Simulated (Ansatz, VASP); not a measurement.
Two plane-wave programs on RuS2

```
CELL_PARAMETERS angstrom
4.12479 0.00000 0.00000
0.00000 4.12479 0.00000
0.00000 0.00000 2.91667
ATOMIC_POSITIONS crystal
Ru 0.00000 0.00000 0.00000
S 0.50000 0.00000 0.50000
S 0.00000 0.50000 0.50000
```

Change from the starting cell: ordered vacancies on the cation sites of caesium chloride (P4/mmm, No. 123).

Alike in both runs: task relaxation of cell and atoms; functional PBE; k mesh 12 × 12 × 16; occupations gaussian, width 0.1 eV; no spin polarisation.

|  | VASP | Ansatz |
| --- | --- | --- |
| version | VASP 6.6.1 | Ansatz 0.2.0 |
| potentials or method | VASP PAW PBE potentials, release 64 (Ru_pv, S), cutoff 600 eV | scalar-relativistic, plane waves, PAW |
| valence electrons in the cell | 26 | 28 |

Ansatz gave:

```
gap on the k mesh at the Fermi level, each at its own relaxed structure (eV) : none
relaxed volume (Å³/atom)                                                     : 16.35
relaxed cell length with the largest relative difference (Å)                 : 2.978
```

Problem. Which values does VASP return?

Solution. gap on the k mesh at the Fermi level, each at its own relaxed structure (eV): none; relaxed volume (Å³/atom): 16.34; relaxed cell length with the largest relative difference (Å): 2.976.

A gap of «none» marks a metal or a gap that the smearing closes. VASP's potentials hold 26 valence electrons a cell and Ansatz's 28, so a difference there can come from the potentials and not from the codes.
